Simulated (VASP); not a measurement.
# HfC in VASP: notebook, part 2 of 2

VASP 6.6.1. Earlier steps stand in the parts before.

## 3. Single point, PBE

The input, INCAR:

```
PREC = Accurate
ENCUT = 520
EDIFF = 1E-7
ISMEAR = -1
SIGMA = 0.01
LREAL = False
LASPH = True
NELM = 60
ALGO = Normal
ISIF = 2
LWAVE = False
LCHARG = False
GGA = PE
NBANDS = 14
```

The input, KPOINTS:

```
regular mesh
0
Gamma
  15 15 15
```

The input, POSCAR:

```
HfC
1.0
    0.0000000000      2.3250000000      2.3250000000
    2.3250000000      0.0000000000      2.3250000000
    2.3250000000      2.3250000000      0.0000000000
Hf C
1 1
Direct
    0.5000000000      0.5000000000      0.5000000000
    0.0000000000      0.0000000000      0.0000000000
```

Potentials or basis: VASP PAW PBE potentials, release 64 (Hf_pv, C).

Launch:

```sh
$ cat potpaw_PBE.64/Hf_pv/POTCAR potpaw_PBE.64/C/POTCAR > POTCAR
$ mpirun -np 1 vasp_std > vasp.out
```

OUTCAR:

```text
PREC = Accurate
   ENCUT = 520
   EDIFF = 1E-7
   ISMEAR = -1
   LREAL = False
   LASPH = True
   NELM = 60
   ISIF = 2
   GGA = PE

 ion  position               nearest neighbor table
   1  0.500  0.500  0.500-   2 2.33   2 2.33   2 2.33   2 2.33   2 2.33   2 2.33
   2  0.000  0.000  0.000-   1 2.33   1 2.33   1 2.33   1 2.33   1 2.33   1 2.33

  LATTYP: Found a face centered cubic cell.
 ALAT       =     4.6500000000

  Lattice vectors:

 A1 = (   0.0000000000,   2.3250000000,   2.3250000000)
 A2 = (   2.3250000000,   0.0000000000,   2.3250000000)
 A3 = (   2.3250000000,   2.3250000000,   0.0000000000)

Analysis of symmetry for initial positions (statically):
=====================================================================
 Subroutine PRICEL returns:
 Original cell was already a primitive cell.

 Routine SETGRP: Setting up the symmetry group for a
 face centered cubic supercell.

 Subroutine GETGRP returns: Found 48 space group operations
 (whereof 48 operations were pure point group operations)
 out of a pool of 48 trial point group operations.

The static configuration has the point symmetry O_h .

Analysis of symmetry for dynamics (positions and initial velocities):
=====================================================================
 Subroutine PRICEL returns:
 Original cell was already a primitive cell.

 Routine SETGRP: Setting up the symmetry group for a
 face centered cubic supercell.

 Subroutine GETGRP returns: Found 48 space group operations
 (whereof 48 operations were pure point group operations)
 out of a pool of 48 trial point group operations.

The dynamic configuration has the point symmetry O_h .

 Subroutine INISYM returns: Found 48 space group operations
 (whereof 48 operations are pure point group operations),
 and found     1 'primitive' translations

----------------------------------------------------------------------------------------

                                     Primitive cell

  volume of cell :      25.1362

[... 113 lines left out ...]
   GGA     = PE    functional components
   LHFCALC =     F    Hartree Fock is set to
   AEXX    =    0.0000 exact exchange contribution
   IVDW    =     0    specifies the selected vdW correction
   LEPSILON=     F    determine dielectric tensor
   LRPA    =     F    only Hartree local field effects (RPA)
 non-spin polarized calculation
  energy-cutoff  :      520.00
  volume of cell :       25.14
 maximum number of plane-waves:       688
   NGX = 13   NGY = 13   NGZ = 13

 number of electron      14.0000000 magnetization

 Free energy of the ion-electron system (eV)
  ---------------------------------------------------
  ext. energy  EPLUGINS =         0.00000000
  ---------------------------------------------------
  free energy    TOTEN  =       -21.04437359 eV

  energy without entropy =      -21.04415374  energy(sigma->0) =      -21.04426366

 E-fermi :   5.9188     XC(G=0): -12.2850

 val. band max:        5.9108885791   @ k =  -0.0667   0.0667   0.0000
 cond. band min:       5.9302120178   @ k =   0.2000   0.2000   0.0000
 fundamental gap:      0.0193234387
 Fermi energy:         5.9188196203

 k-point     1 :       0.0000    0.0000    0.0000
  band No.  band energies     occupation
      1     -23.6187      2.00000
      2     -23.6187      2.00000
      3     -23.6187      2.00000
      4      -6.3552      2.00000
      5       6.9543      0.00000
      6       6.9543      0.00000
      7       6.9543      0.00000
      8       7.3449      0.00000
      9       7.3449      0.00000
     10       7.3449      0.00000
     11       9.3442      0.00000
     12       9.3442      0.00000
     13      12.7822      0.00000
     14      16.9541      0.00000
[... 377 lines left out ...]
      1     -23.8100      2.00000
      2     -23.6763      2.00000
      3     -23.6691      2.00000
      4      -5.4565      2.00000
      5       3.4865      2.00000
      6       5.2562      2.00000
      7       5.5206      2.00000
      8       6.7167      0.00000
      9       9.4413      0.00000
     10       9.7414      0.00000
     11      10.4973      0.00000
     12      12.1900      0.00000
     13      15.4237      0.00000
     14      19.4121      0.00000

 [... further k-points ...]
[... 5 lines left out ...]
  --------------------------------------------------------------------------------------
  -------------------------------------------------------------------------------------
  Total       -0.0727107     -0.0727107     -0.0727107      0.0000000      0.0000000     -0.0000000
  in kB       -4.6345735     -4.6345735     -4.6345735      0.0000000      0.0000000     -0.0000000
  external PRESSURE =      -4.6345735 kB  Pullay stress =       0.0000000 kB

 VOLUME and BASIS-vectors are now :
 -----------------------------------------------------------------------------
  energy-cutoff  :      520.00
  volume of cell :       25.14
      direct lattice vectors                 reciprocal lattice vectors
     0.000000000  2.325000000  2.325000000    -0.215053763  0.215053763  0.215053763
     2.325000000  0.000000000  2.325000000     0.215053763 -0.215053763  0.215053763
     2.325000000  2.325000000  0.000000000     0.215053763  0.215053763 -0.215053763

 POSITION                                       TOTAL-FORCE (eV/Angst)
 -----------------------------------------------------------------------------------
      2.32500      2.32500      2.32500        -0.000000     -0.000000     -0.000000
      0.00000      0.00000      0.00000         0.000000      0.000000      0.000000
 -----------------------------------------------------------------------------------
    total drift:                                0.000000     -0.000000      0.000000

  FREE ENERGIE OF THE ION-ELECTRON SYSTEM (eV)
  ---------------------------------------------------
  free  energy   TOTEN  =       -21.0443735888 eV

  energy  without entropy=      -21.0441537412  energy(sigma->0) =      -21.04426366
```

stdout:

```text
POSCAR found type information on POSCAR HfC
 POSCAR found :  2 types and       2 ions
 scaLAPACK will be used
 LDA part: xc-table for (Slater+PW92), standard interpolation
 POSCAR, INCAR and KPOINTS ok, starting setup
 FFT: planning ... GRIDC
 FFT: planning ... GRID_SOFT
 FFT: planning ... GRID
 WAVECAR not read
 entering main loop
```

It took 61 s on 1 thread of AMD EPYC 7R13, shared host; peak memory 0.14 GiB.

Results:

```
Free energy            : -21.0444 eV
Pressure               : -0.5 GPa
Band gap on the k mesh : zero (band 7 reaches 6.95 eV, above the bottom of band 8 at 5.53 eV)
```

Caveat: spin-orbit coupling is left out, which moves the levels of the heavy elements.

## 4. Single point, PBE

The input, INCAR:

```
SYSTEM = HfC
  PREC = Accurate
  ENCUT = 520
  EDIFF = 1E-7
  ISMEAR = -1
  SIGMA = 0.15
  LREAL = .False.
  LASPH = .True.
  NELM = 80
  ALGO = Normal
  ISIF = 2
  LWAVE = .False.
  LCHARG = .False.
  GGA = PE
  NBANDS = 14
```

The input, KPOINTS:

```
Automatic mesh
0
Gamma
  15 15 15
  0 0 0
```

POSCAR is that of step 3.

Potentials or basis: VASP PAW PBE potentials, release 64 (Hf_pv, C).

Launch:

```sh
$ cat potpaw_PBE.64/Hf_pv/POTCAR potpaw_PBE.64/C/POTCAR > POTCAR
$ mpirun -np 1 vasp_std > vasp.out
```

OUTCAR:

```text
SYSTEM = HfC
   PREC = Accurate
   ENCUT = 520
   EDIFF = 1E-7
   ISMEAR = -1
   LREAL = .False.
   LASPH = .True.
   NELM = 80
   ISIF = 2
   GGA = PE

 ion  position               nearest neighbor table
   1  0.500  0.500  0.500-   2 2.33   2 2.33   2 2.33   2 2.33   2 2.33   2 2.33
   2  0.000  0.000  0.000-   1 2.33   1 2.33   1 2.33   1 2.33   1 2.33   1 2.33

  LATTYP: Found a face centered cubic cell.
 ALAT       =     4.6500000000

  Lattice vectors:

 A1 = (   0.0000000000,   2.3250000000,   2.3250000000)
 A2 = (   2.3250000000,   0.0000000000,   2.3250000000)
 A3 = (   2.3250000000,   2.3250000000,   0.0000000000)

Analysis of symmetry for initial positions (statically):
=====================================================================
 Subroutine PRICEL returns:
 Original cell was already a primitive cell.

 Routine SETGRP: Setting up the symmetry group for a
 face centered cubic supercell.

 Subroutine GETGRP returns: Found 48 space group operations
 (whereof 48 operations were pure point group operations)
 out of a pool of 48 trial point group operations.

The static configuration has the point symmetry O_h .

Analysis of symmetry for dynamics (positions and initial velocities):
=====================================================================
 Subroutine PRICEL returns:
 Original cell was already a primitive cell.

 Routine SETGRP: Setting up the symmetry group for a
 face centered cubic supercell.

 Subroutine GETGRP returns: Found 48 space group operations
 (whereof 48 operations were pure point group operations)
 out of a pool of 48 trial point group operations.

The dynamic configuration has the point symmetry O_h .

 Subroutine INISYM returns: Found 48 space group operations
 (whereof 48 operations are pure point group operations),
 and found     1 'primitive' translations

----------------------------------------------------------------------------------------

                                     Primitive cell

  volume of cell :      25.1362

  direct lattice vectors                    reciprocal lattice vectors
     0.000000000  2.325000000  2.325000000    -0.215053763  0.215053763  0.215053763
     2.325000000  0.000000000  2.325000000     0.215053763 -0.215053763  0.215053763
     2.325000000  2.325000000  0.000000000     0.215053763  0.215053763 -0.215053763

  length of vectors
     3.288046533  3.288046533  3.288046533     0.372484045  0.372484045  0.372484045

  position of ions in fractional coordinates (direct lattice)
     0.500000000  0.500000000  0.500000000
     0.000000000  0.000000000  0.000000000

  ion indices of the primitive-cell ions
   primitive index   ion index
                 1           1
                 2           2

----------------------------------------------------------------------------------------

 KPOINTS: Automatic mesh

Automatic generation of k-mesh.
 Grid dimensions read from file:
 generate k-points for:   15   15   15

 Generating k-lattice:

  Cartesian coordinates                     Fractional coordinates (reciprocal lattice)
    -0.014336918  0.014336918  0.014336918     0.066666667  0.000000000  0.000000000
     0.014336918 -0.014336918  0.014336918     0.000000000  0.066666667  0.000000000
     0.014336918  0.014336918 -0.014336918     0.000000000  0.000000000  0.066666667

  Length of vectors
     0.024832270  0.024832270  0.024832270

  Shift w.r.t. Gamma in fractional coordinates (k-lattice)
     0.000000000  0.000000000  0.000000000

 Subroutine IBZKPT returns following result:
 ===========================================

 Found    120 irreducible k-points:

 Following reciprocal coordinates:
            Coordinates               Weight
  0.000000  0.000000  0.000000      1.000000
  0.066667  0.000000  0.000000      8.000000
  0.133333  0.000000  0.000000      8.000000
  0.200000  0.000000  0.000000      8.000000
  0.266667  0.000000  0.000000      8.000000
  0.333333  0.000000  0.000000      8.000000
[... 16 lines left out ...]
  0.133333  0.133333  0.000000      6.000000
  0.200000  0.133333  0.000000     24.000000
 [... further k-points ...]
   k-points           NKPTS =    120   k-points in BZ     NKDIM =    120   number of bands    NBANDS=     14
   number of dos      NEDOS =    301   number of ions     NIONS =      2
   total plane-waves  NPLWV =  13824
   dimension x,y,z NGX =    24 NGY =   24 NGZ =   24
   dimension x,y,z NGXF=    48 NGYF=   48 NGZF=   48
   ions per type =               1   1
   NGX,Y,Z   is equivalent  to a cutoff of  12.13, 12.13, 12.13 a.u.
   NGXF,Y,Z  is equivalent  to a cutoff of  24.27, 24.27, 24.27 a.u.
 SYSTEM =  HfC
   PREC   = accura    normal or accurate (medium, high low for compatibility)
   ISTART =      0    job   : 0-new  1-cont  2-samecut
   ICHARG =      2    charge: 1-file 2-atom 10-const
   ISPIN  =      1    spin polarized calculation?
   LNONCOLLINEAR =      F non collinear calculations
   LSORBIT =      F    spin-orbit coupling
   LASPH  =      T    aspherical Exc in radial PAW
   ENCUT  =  520.0 eV  38.22 Ry    6.18 a.u.   6.11  6.11  6.11*2*pi/ulx,y,z
   NELM   =     80;   NELMIN=  2; NELMDL= -5     # of ELM steps
   EDIFF  = 0.1E-06   stopping-criterion for ELM
   LREAL  =      F    real-space projection
   EDIFFG = 0.1E-05   stopping-criterion for IOM
   NSW    =      0    number of steps for IOM
   IBRION =     -1    ionic relax: 0-MD 1-quasi-New 2-CG
   NFREE  =      0    steps in history (QN), initial steepest desc. (CG)
   ISIF   =      2    stress and relaxation
   ISYM   =      2    0-nonsym 1-usesym 2-fastsym
   POTIM  = 0.5000    time-step for ionic-motion
   TEBEG  =    0.0;   TEEND  =   0.0 temperature during run
   PSTRESS=    0.0 pullay stress
   NELECT =      14.0000    total number of electrons
   NUPDOWN=      -1.0000    fix difference up-down
   EMIN   =  10.00;   EMAX   =-10.00  energy-range for DOS
   EFERMI =   0.00;   METHOD = LEGACY
   ISMEAR =    -1;   SIGMA  =   0.15  broadening in eV -4-tet -1-fermi 0-gaus
   EFERMI_NEDOS =   21; number of points for ismear=-14 and -15
   IALGO  =     38    algorithm
   IMIX   =      4    mixing-type and parameters
     AMIX     =   0.40;   BMIX     =  1.00
     AMIX_MAG =   1.60;   BMIX_MAG =  1.00
  volume/ion in A,a.u.               =      12.57        84.81
  Fermi-wavevector in a.u.,A,eV,Ry     =   1.346949  2.545365 24.684672  1.814272
  Thomas-Fermi vector in A             =   2.474740
   LORBIT       =      0    0 simple, 1 ext, 2 COOP (PROOUT), +10 PAW based schemes
   GGA     = PE    functional components
   LHFCALC =     F    Hartree Fock is set to
   AEXX    =    0.0000 exact exchange contribution
   IVDW    =     0    specifies the selected vdW correction
   LEPSILON=     F    determine dielectric tensor
   LRPA    =     F    only Hartree local field effects (RPA)
 non-spin polarized calculation
  energy-cutoff  :      520.00
  volume of cell :       25.14
 maximum number of plane-waves:       688
   NGX = 13   NGY = 13   NGZ = 13

 number of electron      14.0000000 magnetization

 Free energy of the ion-electron system (eV)
  ---------------------------------------------------
  ext. energy  EPLUGINS =         0.00000000
  ---------------------------------------------------
  free energy    TOTEN  =       -21.05639594 eV

  energy without entropy =      -21.03386540  energy(sigma->0) =      -21.04513067

 E-fermi :   5.9448     XC(G=0): -12.2856

 val. band max:        5.9307689769   @ k =   0.2000   0.2000   0.0000
 cond. band min:       5.9459547889   @ k =   0.4667   0.4000   0.0000
 fundamental gap:      0.0151858120
 Fermi energy:         5.9448451146

 k-point     1 :       0.0000    0.0000    0.0000
  band No.  band energies     occupation
      1     -23.6171      2.00000
      2     -23.6171      2.00000
      3     -23.6171      2.00000
      4      -6.3581      2.00000
      5       6.9495      0.00246
      6       6.9495      0.00246
      7       6.9495      0.00246
      8       7.3455      0.00018
      9       7.3455      0.00018
     10       7.3455      0.00018
     11       9.3446      0.00000
     12       9.3446      0.00000
     13      12.7793      0.00000
     14      16.9544      0.00000
[... 375 lines left out ...]
 k-point    24 :       0.2000    0.1333    0.0000
  band No.  band energies     occupation
      1     -23.8084      2.00000
      2     -23.6747      2.00000
      3     -23.6675      2.00000
      4      -5.4596      2.00000
      5       3.4837      2.00000
      6       5.2541      1.98020
      7       5.5177      1.89037
      8       6.7165      0.01160
      9       9.4414      0.00000
     10       9.7404      0.00000
     11      10.4964      0.00000
     12      12.1885      0.00000
     13      15.4205      0.00000
     14      19.4125      0.00000

 [... further k-points ...]
[... 5 lines left out ...]
  --------------------------------------------------------------------------------------
  -------------------------------------------------------------------------------------
  Total       -0.0666562     -0.0666562     -0.0666562      0.0000000     -0.0000000      0.0000000
  in kB       -4.2486604     -4.2486604     -4.2486604      0.0000000     -0.0000000      0.0000000
  external PRESSURE =      -4.2486604 kB  Pullay stress =       0.0000000 kB

 VOLUME and BASIS-vectors are now :
 -----------------------------------------------------------------------------
  energy-cutoff  :      520.00
  volume of cell :       25.14
      direct lattice vectors                 reciprocal lattice vectors
     0.000000000  2.325000000  2.325000000    -0.215053763  0.215053763  0.215053763
     2.325000000  0.000000000  2.325000000     0.215053763 -0.215053763  0.215053763
     2.325000000  2.325000000  0.000000000     0.215053763  0.215053763 -0.215053763

 POSITION                                       TOTAL-FORCE (eV/Angst)
 -----------------------------------------------------------------------------------
      2.32500      2.32500      2.32500         0.000000      0.000000      0.000000
      0.00000      0.00000      0.00000        -0.000000     -0.000000     -0.000000
 -----------------------------------------------------------------------------------
    total drift:                                0.000000     -0.000000      0.000000

  FREE ENERGIE OF THE ION-ELECTRON SYSTEM (eV)
  ---------------------------------------------------
  free  energy   TOTEN  =       -21.0563959372 eV

  energy  without entropy=      -21.0338653951  energy(sigma->0) =      -21.04513067
```

OSZICAR:

```text
N       E                     dE             d eps       ncg     rms          rms(c)
DAV:   1     0.235629699901E+02    0.23563E+02   -0.77187E+03  3384   0.982E+02
DAV:   2    -0.226142784735E+02   -0.46177E+02   -0.43219E+02  4466   0.200E+02
DAV:   3    -0.242206151833E+02   -0.16063E+01   -0.16006E+01  3954   0.270E+01
DAV:   4    -0.242277954099E+02   -0.71802E-02   -0.71798E-02  4002   0.225E+00
DAV:   5    -0.242278404455E+02   -0.45036E-04   -0.45036E-04  4004   0.160E-01    0.569E+01
DAV:   6    -0.211254247672E+02    0.31024E+01   -0.11912E+01  3648   0.182E+01    0.409E+01
DAV:   7    -0.210718558351E+02    0.53569E-01   -0.54712E-01  4218   0.519E+00    0.248E+01
DAV:   8    -0.210631560549E+02    0.86998E-02   -0.73094E-02  3942   0.216E+00    0.638E+00
DAV:   9    -0.210566516692E+02    0.65044E-02   -0.22526E-02  3858   0.892E-01    0.209E+00
DAV:  10    -0.210564006083E+02    0.25106E-03   -0.13418E-03  4148   0.272E-01    0.556E-02
DAV:  11    -0.210563965564E+02    0.40519E-05   -0.74252E-05  3996   0.707E-02    0.207E-02
DAV:  12    -0.210563961774E+02    0.37899E-06   -0.25556E-06  4164   0.141E-02    0.139E-02
DAV:  13    -0.210563959529E+02    0.22449E-06   -0.18970E-07  3206   0.338E-03    0.201E-03
DAV:  14    -0.210563959372E+02    0.15689E-07   -0.22136E-08  2454   0.121E-03
   1 F= -.21056396E+02 E0= -.21045131E+02  d E =-.225305E-01
```

stdout:

```text
POSCAR found type information on POSCAR HfC
 POSCAR found :  2 types and       2 ions
 scaLAPACK will be used
 LDA part: xc-table for (Slater+PW92), standard interpolation
 POSCAR, INCAR and KPOINTS ok, starting setup
 FFT: planning ... GRIDC
 FFT: planning ... GRID_SOFT
 FFT: planning ... GRID
 WAVECAR not read
 entering main loop
```

It took 66 s on 1 thread of AMD EPYC 7R13, shared host; peak memory 0.14 GiB.

Results:

```
Free energy            : -21.0564 eV
Pressure               : -0.4 GPa
Band gap on the k mesh : zero (band 7 reaches 6.95 eV, above the bottom of band 8 at 5.52 eV)
```

Caveat: spin-orbit coupling is left out, which moves the levels of the heavy elements.

## 5. Single point, PBE

The input, INCAR:

```
SYSTEM = HfC
ALGO = Normal
EDIFF = 1E-6
ENCUT = 520
GGA = PE
ISIF = 2
ISMEAR = 0
LASPH = .TRUE.
LCHARG = .TRUE.
LELF = .TRUE.
LREAL = .FALSE.
LVHAR = .TRUE.
LWAVE = .FALSE.
NBANDS = 14
NELM = 60
PREC = Accurate
SIGMA = 0.2
```

The input, KPOINTS:

```
k-points
0
G
  15 15 15
  0 0 0
```

POSCAR is that of step 4.

Launch:

```sh
$ cat potpaw_PBE.64/Hf_pv/POTCAR potpaw_PBE.64/C/POTCAR > POTCAR
$ mpirun -np 1 vasp_std > vasp.out
```

Wall time 64 s (1 thread of AMD EPYC 7R13, shared host); peak memory 0.14 GiB.

It converged, with:

```
Free energy            : -21.0483 eV
Pressure               : -0.5 GPa
Band gap on the k mesh : zero (band 7 reaches 6.95 eV, above the bottom of band 8 at 5.53 eV)
```

Levels at points of the mesh, in eV from the Fermi level:
```tsv
k point	band 5	band 6	band 7	band 8	band 9	band 10
(0.00, 0.00, 0.00)	1.02	1.02	1.02	1.41	1.41	1.41
```

Caveat: spin-orbit coupling is left out, which moves the levels of the heavy elements.

## 6. The runs side by side

```tsv
cell	smearing	gap on the mesh (eV)	pressure (GPa)
a = 3.321 Å, angles 58.7°, 2 atoms	fermi-dirac 0.05 eV	none	-0.4
a = 3.288 Å, angles 60.0°, 2 atoms	fermi-dirac 0.01 eV	none	-0.5
a = 3.288 Å, angles 60.0°, 2 atoms	fermi-dirac 0.15 eV	none	-0.4
a = 3.288 Å, angles 60.0°, 2 atoms	gaussian 0.2 eV	none	-0.5
```

Alike in all rows: task single point; level PBE; potentials or basis VASP PAW PBE potentials, release 64 (Hf_pv, C); no spin polarisation; k mesh 15 × 15 × 15; cutoff (eV) 520.

Caveats: spin-orbit coupling is left out, which moves the levels of the heavy elements.

Absolute energies hang on the potentials; compare differences alone.
